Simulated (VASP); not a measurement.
# Mn (P6_3/mmc) in VASP: single point with PBE

Aim: the single point of Mn with PBE.

All numbers are computed with VASP 6.6.1; they aren't measurements. Logs are shortened: lines on timing, memory, paths and dates and some standing lists are left out, and cuts for length are marked.

## Step 1: The cell of the first run

The structure is hexagonal, space group P6_3/mmc (No. 194). The conventional cell has a = 2.463 Å, b = 2.463 Å, c = 4.645 Å, α = 90.00°, β = 90.00°, γ = 120.00°. Within 3.3 Å of Mn (site symmetry -6m2) lie 12 Mn at 2.46 to 2.72 Å.

This isn't the form of Mn at room conditions, which is a 58-atom cubic cell.

## Step 2: Single point, PBE

The input, POSCAR:

```
Mn
1.0
    1.2314460000      2.1329270000      0.0000000000
   -1.2314460000      2.1329270000      0.0000000000
    0.0000000000      0.0000000000      4.6447100000
Mn
2
Direct
    0.3333300000      0.3333400000      0.2500000000
    0.6666600000      0.6666700000      0.7500000000
```

The input, INCAR.step1:

```
PREC = Accurate
ENCUT = 520
EDIFF = 1E-6
ISMEAR = -5
SIGMA = 0.1
LREAL = F
LASPH = T
NELM = 100
ALGO = Normal
ISIF = 2
LWAVE = F
LCHARG = T
LMAXMIX = 4
GGA = PE
NBANDS = 20
```

The input, KPOINTS.step1:

```
Automatic mesh
0
Gamma
  12 12 6
```

The input, INCAR.step2:

```
PREC = Accurate
ENCUT = 520
EDIFF = 1E-6
ISMEAR = -5
SIGMA = 0.1
LREAL = F
LASPH = T
NELM = 100
ALGO = Normal
ISIF = 2
LWAVE = F
LCHARG = F
LMAXMIX = 4
GGA = PE
LORBIT = 10
NEDOS = 2001
ICHARG = 11
```

The input, KPOINTS.step2:

```
Automatic mesh
0
Gamma
  18 18 9
```

Potentials or basis: VASP PAW PBE potentials, release 64 (Mn_pv).

The run is started by

```console
$ cat potpaw_PBE.64/Mn_pv/POTCAR > POTCAR
$ cp INCAR.step1 INCAR
$ cp KPOINTS.step1 KPOINTS
$ mpirun -np 1 vasp_std > vasp.out
$ cp INCAR.step2 INCAR
$ cp KPOINTS.step2 KPOINTS
$ mpirun -np 1 vasp_std > vasp.out
```

OUTCAR:

```text
PREC = Accurate
   ENCUT = 520
   EDIFF = 1E-6
   ISMEAR = -5
   LREAL = F
   LASPH = T
   NELM = 100
   ISIF = 2
   GGA = PE
   LORBIT = 10
   ICHARG = 11

 ion  position               nearest neighbor table
   1  0.333  0.333  0.250-   2 2.72   2 2.72   2 2.72   2 2.72   2 2.72   2 2.72
   2  0.667  0.667  0.750-   1 2.72   1 2.72   1 2.72   1 2.72   1 2.72   1 2.72

  LATTYP: Found a hexagonal cell.
 ALAT       =     2.4628919664
 C/A-ratio  =     1.8858764669

  Lattice vectors:

 A1 = (   1.2314460000,  -2.1329270000,   0.0000000000)
 A2 = (   1.2314460000,   2.1329270000,   0.0000000000)
 A3 = (   0.0000000000,   0.0000000000,   4.6447100000)

Analysis of symmetry for initial positions (statically):
=====================================================================
 Subroutine PRICEL returns:
 Original cell was already a primitive cell.

 Routine SETGRP: Setting up the symmetry group for a
 hexagonal supercell.

 Subroutine GETGRP returns: Found  8 space group operations
 (whereof  2 operations were pure point group operations)
 out of a pool of 24 trial point group operations.

The static configuration has the point symmetry C_2 .
 The point group associated with its full space group is D_2h.

Analysis of symmetry for dynamics (positions and initial velocities):
=====================================================================
 Subroutine PRICEL returns:
 Original cell was already a primitive cell.

 Routine SETGRP: Setting up the symmetry group for a
 hexagonal supercell.

 Subroutine GETGRP returns: Found  8 space group operations
 (whereof  2 operations were pure point group operations)
 out of a pool of 24 trial point group operations.

The dynamic configuration has the point symmetry C_2 .
 The point group associated with its full space group is D_2h.

 Subroutine INISYM returns: Found  8 space group operations
 (whereof  2 operations are pure point group operations),
 and found     1 'primitive' translations

----------------------------------------------------------------------------------------

                                     Primitive cell

  volume of cell :      24.3994

  direct lattice vectors                    reciprocal lattice vectors
[... 84 lines left out ...]
   LNONCOLLINEAR =      F non collinear calculations
   LSORBIT =      F    spin-orbit coupling
   LASPH  =      T    aspherical Exc in radial PAW
   ENCUT  =  520.0 eV  38.22 Ry    6.18 a.u.   4.58  4.58  8.64*2*pi/ulx,y,z
   NELM   =    100;   NELMIN=  2; NELMDL=  0     # of ELM steps
   EDIFF  = 0.1E-05   stopping-criterion for ELM
   LREAL  =      F    real-space projection
   EDIFFG = 0.1E-04   stopping-criterion for IOM
   NSW    =      0    number of steps for IOM
   IBRION =     -1    ionic relax: 0-MD 1-quasi-New 2-CG
   NFREE  =      0    steps in history (QN), initial steepest desc. (CG)
   ISIF   =      2    stress and relaxation
   ISYM   =      2    0-nonsym 1-usesym 2-fastsym
   POTIM  = 0.5000    time-step for ionic-motion
   TEBEG  =    0.0;   TEEND  =   0.0 temperature during run
   PSTRESS=    0.0 pullay stress
   NELECT =      26.0000    total number of electrons
   NUPDOWN=      -1.0000    fix difference up-down
   EMIN   =  10.00;   EMAX   =-10.00  energy-range for DOS
   EFERMI =   0.00;   METHOD = LEGACY
   ISMEAR =    -5;   SIGMA  =   0.10  broadening in eV -4-tet -1-fermi 0-gaus
   EFERMI_NEDOS =   21; number of points for ismear=-14 and -15
   IALGO  =     38    algorithm
   IMIX   =      4    mixing-type and parameters
     AMIX     =   0.40;   BMIX     =  1.00
     AMIX_MAG =   1.60;   BMIX_MAG =  1.00
  volume/ion in A,a.u.               =      12.20        82.33
  Fermi-wavevector in a.u.,A,eV,Ry     =   1.672140  3.159886 38.042598  2.796052
  Thomas-Fermi vector in A             =   2.757339
   LORBIT       =     10    0 simple, 1 ext, 2 COOP (PROOUT), +10 PAW based schemes
   GGA     = PE    functional components
   LHFCALC =     F    Hartree Fock is set to
   AEXX    =    0.0000 exact exchange contribution
   IVDW    =     0    specifies the selected vdW correction
   LEPSILON=     F    determine dielectric tensor
   LRPA    =     F    only Hartree local field effects (RPA)
 non-spin polarized calculation
 Fermi weights with tetrahedron method with Bloechl corrections
  energy-cutoff  :      520.00
  volume of cell :       24.40
 maximum number of plane-waves:       669

 number of electron      26.0000007 magnetization

 Free energy of the ion-electron system (eV)
  ---------------------------------------------------
  ext. energy  EPLUGINS =         0.00000000
  ---------------------------------------------------
  free energy    TOTEN  =       -17.30925745 eV

  energy without entropy =      -17.30925745  energy(sigma->0) =      -17.30925745

 E-fermi :   8.8427     XC(G=0): -13.2523

 val. band max:        8.9403744697   @ k =   0.4444  -0.4444   0.3333
 cond. band min:       8.7759359806   @ k =   0.1667   0.1667   0.0000
 fundamental gap:     -0.1644384891
 Fermi energy:         8.8426507878

 k-point     1 :       0.0000    0.0000    0.0000
  band No.  band energies     occupation
      1     -39.4165      2.00000
      2     -39.0906      2.00000
      3     -38.8364      2.00000
      4     -38.8364      2.00000
      5     -38.8089      2.00000
      6     -38.8089      2.00000
[... 457 lines left out ...]
      4     -38.9319      2.00000
      5     -38.8662      2.00000
      6     -38.8368      2.00000
[... 9 lines left out ...]
     16       9.1417      0.00000
     17      10.0327      0.00000

 [... further k-points ...]
[... 5 lines left out ...]
  --------------------------------------------------------------------------------------
  -------------------------------------------------------------------------------------
  Total       -1.3973028     -1.3971447     -6.7560595      0.0000000      0.0000000      0.0000000
  in kB      -91.7531848    -91.7428029   -443.6332475      0.0000000      0.0000000      0.0000000
  external PRESSURE =    -209.0430784 kB  Pullay stress =       0.0000000 kB

 VOLUME and BASIS-vectors are now :
 -----------------------------------------------------------------------------
  energy-cutoff  :      520.00
  volume of cell :       24.40
      direct lattice vectors                 reciprocal lattice vectors
     1.231446000  2.132927000  0.000000000     0.406026736  0.234419650  0.000000000
    -1.231446000  2.132927000  0.000000000    -0.406026736  0.234419650  0.000000000
     0.000000000  0.000000000  4.644710000     0.000000000  0.000000000  0.215298695

 POSITION                                       TOTAL-FORCE (eV/Angst)
 -----------------------------------------------------------------------------------
     -0.00001      1.42196      1.16118         0.000000      0.000272     -0.000000
     -0.00001      2.84390      3.48353         0.000000     -0.000272      0.000000
 -----------------------------------------------------------------------------------
    total drift:                               -0.000000      0.000000      0.000000

  FREE ENERGIE OF THE ION-ELECTRON SYSTEM (eV)
  ---------------------------------------------------
  free  energy   TOTEN  =       -17.3092574544 eV

  energy  without entropy=      -17.3092574544  energy(sigma->0) =      -17.30925745

 total charge

# of ion       s       p       d       tot
------------------------------------------
    1        0.385   6.329   5.074  11.788
    2        0.385   6.329   5.074  11.788
--------------------------------------------------
tot          0.769  12.659  10.148  23.576
```

It took 2.2 min on 1 thread of Intel Xeon 8259CL, shared host; peak memory 0.27 GiB.

Results:

| Quantity | Value |
| --- | --- |
| Valence electrons inside the program's atomic spheres | Mn 11.79 |

Caveat: the run has no spin polarisation, though such a crystal can be magnetic; tetrahedron occupations give inexact forces and stress in metals. Spin polarisation is off, so any magnetic state and its effect on volume and gap are missing.
